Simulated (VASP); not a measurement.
# Tb2N (I4/mmm) in VASP: a series of runs

Tb2N is run at these levels: PBE; tasks: single point, relaxation of cell and atoms.

Program: VASP 6.6.1. These are calculated values, not measurements. Logs are shortened: lines on timing, memory, paths and dates and some standing lists are left out, and cuts for length are marked.

**1. The cell of the first run**

The structure is tetragonal, space group I4/mmm (No. 139). Conventional cell: a = 3.638 Å, b = 3.638 Å, c = 8.862 Å, α = 90.00°, β = 90.00°, γ = 90.00°. Within 3.8 Å of Tb (site symmetry 4mm) lie 9 Tb at 2.92 to 3.64 Å and 5 N at 2.96 to 2.97 Å. Within 3.9 Å of N (site symmetry 4/mmm) lie 10 Tb at 2.96 to 2.97 Å and 4 N at 3.64 Å.

The cell was generated, and may not be a known phase.

**2. Single point, PBE**

INCAR

```
PREC = Accurate ; ENCUT = 600
EDIFF = 1E-6 ; ISMEAR = 0
SIGMA = 0.1 ; LREAL = F
LASPH = T ; NELM = 200
ALGO = Normal ; ISIF = 2
LWAVE = F ; LCHARG = F
GGA = PE ; NBANDS = 18
GGA_COMPAT = F ; LMAXMIX = 6
```

KPOINTS

```
Automatic mesh
0
Gamma
  6 6 6
```

POSCAR

```
Tb2N
1.0
   -1.8187703500      1.8187703500      4.4311417000
    1.8187703500     -1.8187703500      4.4311417000
    1.8187703500      1.8187703500     -4.4311417000
Tb N
2 1
Direct
    0.6646264200      0.6646264200      0.0000000000
    0.3353735800      0.3353735800      0.0000000000
    0.0000000000      0.0000000000      0.0000000000
```

Potentials or basis: VASP PAW PBE potentials, release 64 (Tb_3, N), 4f in core.

The run is started by

```sh
$ cat potpaw_PBE.64/Tb_3/POTCAR potpaw_PBE.64/N/POTCAR > POTCAR
$ mpirun -np 1 vasp_std > vasp.out
```

OUTCAR:

```text
PREC = Accurate
   ENCUT = 600
   EDIFF = 1E-6
   ISMEAR = 0
   LREAL = F
   LASPH = T
   NELM = 200
   ISIF = 2
   GGA = PE

 ion  position               nearest neighbor table
   1  0.665  0.665  0.000-   2 2.92   2 2.98   2 2.98   2 2.98   2 2.98
   2  0.335  0.335  0.000-   1 2.92   1 2.98   1 2.98   1 2.98   1 2.98
   3  0.000  0.000  0.000-

  LATTYP: Found a body centered tetragonal cell.
 ALAT       =     3.6375407000
 C/A-ratio  =     2.4363393102

  Lattice vectors:

 A1 = (  -1.8187703500,   1.8187703500,   4.4311417000)
 A2 = (   1.8187703500,  -1.8187703500,   4.4311417000)
 A3 = (   1.8187703500,   1.8187703500,  -4.4311417000)

Analysis of symmetry for initial positions (statically):
=====================================================================
 Subroutine PRICEL returns:
 Original cell was already a primitive cell.

 Routine SETGRP: Setting up the symmetry group for a
 body centered tetragonal supercell.

 Subroutine GETGRP returns: Found 16 space group operations
 (whereof 16 operations were pure point group operations)
 out of a pool of 16 trial point group operations.

The static configuration has the point symmetry D_4h.

Analysis of symmetry for dynamics (positions and initial velocities):
=====================================================================
 Subroutine PRICEL returns:
 Original cell was already a primitive cell.

 Routine SETGRP: Setting up the symmetry group for a
 body centered tetragonal supercell.

 Subroutine GETGRP returns: Found 16 space group operations
 (whereof 16 operations were pure point group operations)
 out of a pool of 16 trial point group operations.

The dynamic configuration has the point symmetry D_4h.

 Subroutine INISYM returns: Found 16 space group operations
 (whereof 16 operations are pure point group operations),
 and found     1 'primitive' translations

----------------------------------------------------------------------------------------

                                     Primitive cell

  volume of cell :      58.6315

  direct lattice vectors                    reciprocal lattice vectors
    -1.818770350  1.818770350  4.431141700     0.000000000  0.274911013  0.112837737
     1.818770350 -1.818770350  4.431141700     0.274911013  0.000000000  0.112837737
     1.818770350  1.818770350 -4.431141700     0.274911013  0.274911013  0.000000000

  length of vectors
     5.123560084  5.123560084  5.123560084     0.297167327  0.297167327  0.388782884

  position of ions in fractional coordinates (direct lattice)
     0.664626420  0.664626420  0.000000000
     0.335373580  0.335373580  0.000000000
     0.000000000  0.000000000  0.000000000

  ion indices of the primitive-cell ions
   primitive index   ion index
                 1           1
                 2           2
                 3           3

----------------------------------------------------------------------------------------

 KPOINTS: Automatic mesh

Automatic generation of k-mesh.
 Grid dimensions read from file:
 generate k-points for:    6    6    6

 Generating k-lattice:

  Cartesian coordinates                     Fractional coordinates (reciprocal lattice)
     0.000000000  0.045818502  0.018806289     0.166666667 -0.000000000  0.000000000
     0.045818502  0.000000000  0.018806289    -0.000000000  0.166666667  0.000000000
     0.045818502  0.045818502  0.000000000     0.000000000  0.000000000  0.166666667

  Length of vectors
     0.049527888  0.049527888  0.064797147

  Shift w.r.t. Gamma in fractional coordinates (k-lattice)
     0.000000000  0.000000000  0.000000000

 Subroutine IBZKPT returns following result:
 ===========================================

 Found     30 irreducible k-points:

 Following reciprocal coordinates:
            Coordinates               Weight
  0.000000  0.000000  0.000000      1.000000
  0.166667  0.000000 -0.000000      8.000000
  0.333333  0.000000 -0.000000      8.000000
  0.500000  0.000000 -0.000000      4.000000
  0.166667  0.166667 -0.000000      8.000000
  0.333333  0.166667  0.000000     16.000000
[... 16 lines left out ...]
 -0.333333 -0.333333  0.166667      8.000000
 -0.166667 -0.333333  0.166667      8.000000
 [... further k-points ...]
   k-points           NKPTS =     30   k-points in BZ     NKDIM =     30   number of bands    NBANDS=     18
   number of dos      NEDOS =    301   number of ions     NIONS =      3
   total plane-waves  NPLWV =  74088
   dimension x,y,z NGX =    42 NGY =   42 NGZ =   42
   dimension x,y,z NGXF=    84 NGYF=   84 NGZF=   84
   ions per type =               2   1
   NGX,Y,Z   is equivalent  to a cutoff of  13.63, 13.63, 13.63 a.u.
   NGXF,Y,Z  is equivalent  to a cutoff of  27.26, 27.26, 27.26 a.u.
 SYSTEM =  unknown system
   PREC   = accura    normal or accurate (medium, high low for compatibility)
   ISTART =      0    job   : 0-new  1-cont  2-samecut
   ICHARG =      2    charge: 1-file 2-atom 10-const
   ISPIN  =      1    spin polarized calculation?
   LNONCOLLINEAR =      F non collinear calculations
   LSORBIT =      F    spin-orbit coupling
   LASPH  =      T    aspherical Exc in radial PAW
   ENCUT  =  600.0 eV  44.10 Ry    6.64 a.u.  10.23 10.23 10.23*2*pi/ulx,y,z
   NELM   =    200;   NELMIN=  2; NELMDL= -5     # of ELM steps
   EDIFF  = 0.1E-05   stopping-criterion for ELM
   LREAL  =      F    real-space projection
   EDIFFG = 0.1E-04   stopping-criterion for IOM
   NSW    =      0    number of steps for IOM
   IBRION =     -1    ionic relax: 0-MD 1-quasi-New 2-CG
   NFREE  =      0    steps in history (QN), initial steepest desc. (CG)
   ISIF   =      2    stress and relaxation
   ISYM   =      2    0-nonsym 1-usesym 2-fastsym
   POTIM  = 0.5000    time-step for ionic-motion
   TEBEG  =    0.0;   TEEND  =   0.0 temperature during run
   PSTRESS=    0.0 pullay stress
   NELECT =      23.0000    total number of electrons
   NUPDOWN=      -1.0000    fix difference up-down
   EMIN   =  10.00;   EMAX   =-10.00  energy-range for DOS
   EFERMI =   0.00;   METHOD = LEGACY
   ISMEAR =     0;   SIGMA  =   0.10  broadening in eV -4-tet -1-fermi 0-gaus
   EFERMI_NEDOS =   21; number of points for ismear=-14 and -15
   IALGO  =     38    algorithm
   IMIX   =      4    mixing-type and parameters
     AMIX     =   0.40;   BMIX     =  1.00
     AMIX_MAG =   1.60;   BMIX_MAG =  1.00
  volume/ion in A,a.u.               =      19.54       131.89
  Fermi-wavevector in a.u.,A,eV,Ry     =   1.198414  2.264675 19.540645  1.436197
  Thomas-Fermi vector in A             =   2.334304
   LORBIT       =      0    0 simple, 1 ext, 2 COOP (PROOUT), +10 PAW based schemes
   GGA     = PE    functional components
   LHFCALC =     F    Hartree Fock is set to
   AEXX    =    0.0000 exact exchange contribution
   IVDW    =     0    specifies the selected vdW correction
   LEPSILON=     F    determine dielectric tensor
   LRPA    =     F    only Hartree local field effects (RPA)
 non-spin polarized calculation
 Gauss-broadening in eV      SIGMA  =   0.10
  energy-cutoff  :      600.00
  volume of cell :       58.63
 maximum number of plane-waves:      1974
 NGX is ok and might be reduce to    42
   NGX = 21   NGY = 21   NGZ = 21

 number of electron      23.0000000 magnetization

 Free energy of the ion-electron system (eV)
  ---------------------------------------------------
  ext. energy  EPLUGINS =         0.00000000
  ---------------------------------------------------
  free energy    TOTEN  =       -15.96181481 eV

  energy without entropy =      -15.94418385  energy(sigma->0) =      -15.95299933

 E-fermi :   4.5440     XC(G=0): -10.9398

 val. band max:        4.4818137585   @ k =   0.5000   0.5000   0.1667
 cond. band min:       4.5532865957   @ k =   0.3333   0.3333  -0.0000
 fundamental gap:      0.0714728372
 Fermi energy:         4.5440071936

 k-point     1 :       0.0000    0.0000    0.0000
  band No.  band energies     occupation
      1     -19.1030      2.00000
      2     -18.3932      2.00000
      3     -18.3932      2.00000
      4     -17.5499      2.00000
      5     -17.5125      2.00000
      6     -17.5125      2.00000
[... 10 lines left out ...]
     17       7.7585      0.00000
     18       8.3175      0.00000

 k-point     2 :       0.1667    0.0000   -0.0000
  band No.  band energies     occupation
      1     -19.0940      2.00000
      2     -18.5094      2.00000
      3     -18.3316      2.00000
      4     -17.6263      2.00000
      5     -17.5639      2.00000
      6     -17.4868      2.00000
[... 10 lines left out ...]
     17       7.4492      0.00000
     18       8.5894      0.00000

 k-point     3 :       0.3333    0.0000   -0.0000
  band No.  band energies     occupation
      1     -19.1127      2.00000
      2     -18.6850      2.00000
      3     -18.1659      2.00000
      4     -17.7975      2.00000
      5     -17.7096      2.00000
      6     -17.4178      2.00000
[... 10 lines left out ...]
     17       8.4556      0.00000
     18       9.0622      0.00000

 k-point     4 :       0.5000    0.0000   -0.0000
  band No.  band energies     occupation
      1     -19.1429      2.00000
      2     -18.7560      2.00000
      3     -17.9910      2.00000
      4     -17.8747      2.00000
      5     -17.8534      2.00000
      6     -17.4003      2.00000
[... 375 lines left out ...]
      4     -17.9101      2.00000
      5     -17.6495      2.00000
      6     -17.4061      2.00000
[... 10 lines left out ...]
     17       8.9865      0.00000
     18       9.9756      0.00000

 k-point    23 :      -0.3333   -0.3333    0.1667
  band No.  band energies     occupation
      1     -18.9243      2.00000
      2     -18.6130      2.00000
      3     -18.4095      2.00000
      4     -17.8730      2.00000
      5     -17.5167      2.00000
      6     -17.4277      2.00000
[... 10 lines left out ...]
     17       7.7580      0.00000
     18       8.8552      0.00000

 k-point    24 :      -0.1667   -0.3333    0.1667
  band No.  band energies     occupation
      1     -18.9765      2.00000
      2     -18.5313      2.00000
      3     -18.3831      2.00000
      4     -17.7705      2.00000
      5     -17.5051      2.00000
      6     -17.4584      2.00000
[... 10 lines left out ...]
     17       7.6891      0.00000
     18       8.5642      0.00000

 [... further k-points ...]

------------------------ aborting loop because EDIFF is reached ----------------------------------------

  FORCE on cell =-STRESS in cart. coord.  units (eV):
  Direction    XX          YY          ZZ          XY          YZ          ZX
  --------------------------------------------------------------------------------------
  -------------------------------------------------------------------------------------
  Total       -1.4195327     -1.4195327     -0.2884567      0.0000000     -0.0000000      0.0000000
  in kB      -38.7904317    -38.7904317     -7.8824257      0.0000000     -0.0000000      0.0000000
  external PRESSURE =     -28.4877631 kB  Pullay stress =       0.0000000 kB

 VOLUME and BASIS-vectors are now :
 -----------------------------------------------------------------------------
  energy-cutoff  :      600.00
  volume of cell :       58.63
      direct lattice vectors                 reciprocal lattice vectors
    -1.818770350  1.818770350  4.431141700     0.000000000  0.274911013  0.112837737
     1.818770350 -1.818770350  4.431141700     0.274911013  0.000000000  0.112837737
     1.818770350  1.818770350 -4.431141700     0.274911013  0.274911013  0.000000000

 POSITION                                       TOTAL-FORCE (eV/Angst)
 -----------------------------------------------------------------------------------
      0.00000      0.00000      5.89011         0.000000      0.000000     -1.887750
      0.00000      0.00000      2.97218        -0.000000     -0.000000      1.887750
      0.00000      0.00000      0.00000         0.000000      0.000000     -0.000000
 -----------------------------------------------------------------------------------
    total drift:                               -0.000000     -0.000000      0.000000

  FREE ENERGIE OF THE ION-ELECTRON SYSTEM (eV)
  ---------------------------------------------------
  free  energy   TOTEN  =       -15.9618148058 eV

  energy  without entropy=      -15.9441838510  energy(sigma->0) =      -15.95299933
```

It took 55 s on 1 thread of Intel Xeon Platinum 8259CL at 2.50GHz (Skylake/Cascade Lake), shared host; peak memory 0.26 GiB.

Results:

```
Free energy            : -15.9618 eV
Pressure               : -2.8 GPa
Largest force          : 1.888 eV/Å
Band gap on the k mesh : zero (an odd number of electrons rules out a gap without spin polarisation)
```

Forces on the atoms (eV/Å):
```
Tb   0.000  0.000 -1.888
Tb   0.000  0.000  1.888
N    0.000  0.000  0.000
```

Stress tensor (GPa, compression positive):
```
-3.88  0.00  0.00
 0.00 -3.88  0.00
 0.00  0.00 -0.79
```

Caveat: spin-orbit coupling is left out, which moves the levels of the heavy elements; the 4f electrons are frozen in the core, so they carry no moment and show no levels; the run has no spin polarisation, though such a crystal can be magnetic; forces of over 1 eV/Å act on the atoms, so gaps and moduli don't describe the material at rest.

**3. Single point, PBE**

This run uses another cell than the first one, of 19.31 Å³/atom.

INCAR

```
ALGO = Normal ; EDIFF = 1E-6
ENCUT = 600 ; GGA = PE
GGA_COMPAT = False ; ISIF = 2
ISMEAR = 0 ; LASPH = True
LCHARG = False ; LMAXMIX = 6
LREAL = False ; LWAVE = False
NBANDS = 18 ; NELM = 200
PREC = Accurate ; SIGMA = 0.1
```

KPOINTS

```
k-points
0
Gamma
  6 6 6
```

POSCAR

```
Tb2N
1.0
   -1.5652116249      1.5652116249      5.9115348319
    1.5652116249     -1.5652116249      5.9115348319
    1.5652116249      1.5652116249     -5.9115348319
Tb N
2 1
Direct
    0.6192554164      0.6192554164      0.0000000000
    0.3807445836      0.3807445836      0.0000000000
    0.0000000000      0.0000000000      0.0000000000
```

Potentials or basis: VASP PAW PBE potentials, release 64 (Tb_3, N), 4f in core.

The run is started by

```sh
$ cat potpaw_PBE.64/Tb_3/POTCAR potpaw_PBE.64/N/POTCAR > POTCAR
$ mpirun -np 1 vasp_std > vasp.out
```

Wall time 86 s (1 thread of Intel Xeon Platinum 8259CL at 2.50GHz (Skylake/Cascade Lake), shared host); peak memory 0.35 GiB.

The run converged. Its results:

- Free energy: -18.6651 eV
- Pressure: 0.1 GPa
- Largest force: 0.015 eV/Å
- Band gap on the k mesh: zero (an odd number of electrons rules out a gap without spin polarisation)

Forces in eV/Å, atoms in the order of the input:
```
Tb   0.000  0.000  0.015
Tb   0.000  0.000 -0.015
N    0.000  0.000  0.000
```

Stress tensor (GPa, compression positive):
```
-0.03  0.00  0.00
 0.00 -0.03  0.00
 0.00  0.00  0.43
```

Levels at points of the mesh, in eV from the Fermi level:
| k point | band 9 | band 10 | band 11 | band 12 | band 13 | band 14 |
| --- | --- | --- | --- | --- | --- | --- |
| (0.00, 0.00, 0.00) | -2.76 | -1.80 | -1.80 | -0.89 | -0.46 | 0.00 |
| (0.50, 0.00, 0.00) | -2.35 | -2.00 | -1.12 | -0.45 | 0.31 | 0.82 |
| (0.50, 0.50, 0.00) | -4.36 | -4.36 | -0.26 | 0.78 | 1.66 | 2.21 |
| (0.50, 0.50, 0.50) | -1.86 | -1.86 | -1.27 | -1.06 | -0.70 | 0.06 |

Caveat: spin-orbit coupling is left out, which moves the levels of the heavy elements; the 4f electrons are frozen in the core, so they carry no moment and show no levels; the run has no spin polarisation, though such a crystal can be magnetic. Spin polarisation is off, so any magnetic state and its effect on volume and gap are missing.

**4. Relaxation of cell and atoms, PBE**

INCAR

```
  ALGO = Normal
  EDIFF = 1E-7
  EDIFFG = -0.04
  ENCUT = 600
  GGA = PE
  GGA_COMPAT = False
  IBRION = 2
  ISIF = 3
  ISMEAR = 0
  LASPH = True
  LCHARG = False
  LMAXMIX = 6
  LREAL = False
  LWAVE = False
  NELM = 200
  NELMIN = 4
  NSW = 90
  PREC = Accurate
  SIGMA = 0.1
```

KPOINTS is that of step 3.

POSCAR

```
Tb2N
1.0
   -1.8187703500      1.8187703500      4.4311417000
    1.8187703500     -1.8187703500      4.4311417000
    1.8187703500      1.8187703500     -4.4311417000
Tb N
2 1
Direct
    0.6646264200      0.6646264200      0.0000000000
    0.3353735800      0.3353735800      0.0000000000
    0.0000000000      0.0000000000      0.0000000000
```

The run is started by

```sh
$ cat potpaw_PBE.64/Tb_3/POTCAR potpaw_PBE.64/N/POTCAR > POTCAR
$ mpirun -np 1 vasp_std > vasp.out
```

It took 11 min on 1 thread of Intel Xeon Platinum 8259CL at 2.50GHz (Skylake/Cascade Lake), shared host; peak memory 0.32 GiB.

The run converged. Its results:

* Free energy: -18.6442 eV
* Relaxed volume: 19.26 Å³/atom
* Relaxed cell: a = 6.299 Å, b = 6.299 Å, c = 6.299 Å, α = 151.23°, β = 151.23°, γ = 41.13°
* Space group after relaxing (to 0.1 Å): I4/mmm (No. 139)
* Energy gained by relaxing: 894.1 meV/atom
* Ionic steps: 19
* Pressure after relaxing: 0.0 GPa
* Largest force after relaxing: 0.031 eV/Å
* Band gap on the k mesh: zero (an odd number of electrons rules out a gap without spin polarisation)

Forces on the atoms (eV/Å):
```
Tb   0.000  0.000  0.031
Tb   0.000  0.000 -0.031
N    0.000  0.000  0.000
```

Stress tensor (GPa, compression positive):
```
 0.08  0.00  0.00
 0.00  0.08  0.00
 0.00  0.00 -0.18
```

Step by step:
```
step  energy change (eV)  largest force (eV/Å)  pressure (GPa)  volume (Å³)
   1              0.0000                1.8878           -2.85        58.63
   2             -0.3695                1.4737           -0.36        55.72
   3             -0.3592                2.8774           14.35        49.98
   4             -0.5509                0.6225            2.52        53.63
   5             -0.5817                0.2222            5.73        52.25
   6             -0.7261                0.4576            7.28        51.99
   7             -1.0171                2.7395           13.15        51.04
   8             -1.2308                2.4833           12.91        51.45
   9             -1.8687                2.1166           11.43        52.51
  10             -2.4015                2.3535           10.08        53.96
  11             -2.3932                2.3653           10.16        54.04
  12             -2.5436                1.6411            6.31        55.31
  13             -2.6777                0.1572           -1.02        58.49
  14             -2.6779                0.1974           -0.83        58.38
  15             -2.6778                0.2322           -0.66        58.30
  16             -2.6803                0.1704           -0.43        58.12
  17             -2.6823                0.0487            0.02        57.76
  18             -2.6823                0.0450            0.08        57.75
  19             -2.6824                0.0306           -0.01        57.77
```

Final structure:
```
Tb N
1.0
    -1.56480    1.56480    5.89777
     1.56480   -1.56480    5.89777
     1.56480    1.56480   -5.89777
Tb N
2 1
Direct
  0.61933 0.61933 0.00000
  0.38067 0.38067 0.00000
  0.00000 0.00000 0.00000
```

Levels at points of the mesh, in eV from the Fermi level:
```csv
k point,band 8,band 9,band 10,band 11,band 12,band 13,band 14,band 15
"(0.00, 0.00, 0.00)",-4.66,-2.75,-1.82,-1.82,-0.90,-0.47,0.01,2.86
"(0.50, 0.00, 0.00)",-4.65,-2.34,-2.02,-1.13,-0.45,0.32,0.82,3.34
"(0.50, 0.50, 0.00)",-4.61,-4.37,-4.36,-0.26,0.78,1.66,2.23,2.84
"(0.50, 0.50, 0.50)",-5.13,-1.88,-1.88,-1.28,-1.06,-0.68,0.07,3.46
```

Caveat: a cell axis changed by over 15 % at a fixed basis, so the end point is rough; spin-orbit coupling is left out, which moves the levels of the heavy elements; the 4f electrons are frozen in the core, so they carry no moment and show no levels; the run has no spin polarisation, though such a crystal can be magnetic. With open d or f shells a metallic result of PBE can be an artefact of self-interaction; +U or a hybrid may open a gap.

(Continued in part 2 of 2.)

The gap in the log of VASP goes by the Fermi energy; the results here count the filled bands.